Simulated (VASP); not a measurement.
Input of a VASP 6.6.1 run:

File INCAR:

```
PREC = Accurate
ENCUT = 520
EDIFF = 1E-6
ISMEAR = 0
SIGMA = 0.1
LREAL = False
LASPH = True
NELM = 150
ALGO = Normal
ISIF = 2
LWAVE = False
LCHARG = False
ISPIN = 2
MAGMOM = 1 1 1 0 0 0 0 0
LORBIT = 11
LMAXMIX = 4
GGA = PE
NBANDS = 48
```

File KPOINTS:

```
regular mesh
0
Gamma
  4 4 4
```

The input POSCAR:

```
Mo3P5
1.0
    4.9456791156      0.0000000000      0.0000000000
    0.0000000000      4.9456791156      0.0000000000
    0.0000000000      0.0000000000      4.9456791156
Mo P
3 5
Direct
    0.5000000000      0.0000000000      0.0000000000
    0.0000000000      0.5000000000      0.0000000000
    0.0000000000      0.0000000000      0.5000000000
    0.0000000000      0.5000000000      0.5000000000
    0.5000000000      0.0000000000      0.5000000000
    0.5000000000      0.5000000000      0.0000000000
    0.5000000000      0.5000000000      0.5000000000
    0.0000000000      0.0000000000      0.0000000000
```

Potentials or basis: VASP PAW PBE potentials, release 64 (Mo_sv, P).

Run with:

```bash
$ cat potpaw_PBE.64/Mo_sv/POTCAR potpaw_PBE.64/P/POTCAR > POTCAR
$ mpirun -np 1 vasp_std > vasp.out
```

Problem. Estimate the net moment.

Solution. 0.00 μB per cell.

Problem. Predict the pressure.

Solution. 0.1 GPa.
